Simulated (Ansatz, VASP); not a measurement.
One calculation of SiSeF2, two programs

```
Si Se F
1.0
     2.57736   -5.59412    0.00000
     2.57736    5.59412    0.00000
     0.00000    0.00000    2.78350
Si Se F
1 1 2
Direct
  0.00000 0.00000 0.00000
  0.50000 0.50000 0.50000
  0.88270 0.11730 0.50000
  0.11730 0.88270 0.50000
```

Alike in both runs: functional PBE; k mesh 10 × 10 × 16; occupations gaussian, width 0.1 eV; no spin polarisation.

Ansatz relaxed the structure, and its values are those at the end. VASP's run is a single point on that final structure, the one shown.

|  | VASP | Ansatz |
| --- | --- | --- |
| version | VASP 6.6.1 | Ansatz 0.2.0 |
| potentials or method | VASP PAW PBE potentials, release 64 (Si, Se, F), cutoff 520 eV | scalar-relativistic, plane waves, PAW |
| valence electrons in the cell | 24 | 34 |

|  | VASP | Ansatz | Ansatz less VASP |
| --- | --- | --- | --- |
| gap on the k mesh at the Fermi level (eV) | none | none | - |
| pressure (GPa) | 0.2 | 0.0 | -0.14 |
| rms of the force components (eV/Å) | 0.032 | 0.001 | -0.0318 |

A gap of «none» marks a metal or a gap that the smearing closes. With one functional, cell and mesh, what is left measures potentials, basis and numerics. VASP's potentials hold 24 valence electrons a cell and Ansatz's 34, so a difference there can come from the potentials and not from the codes.
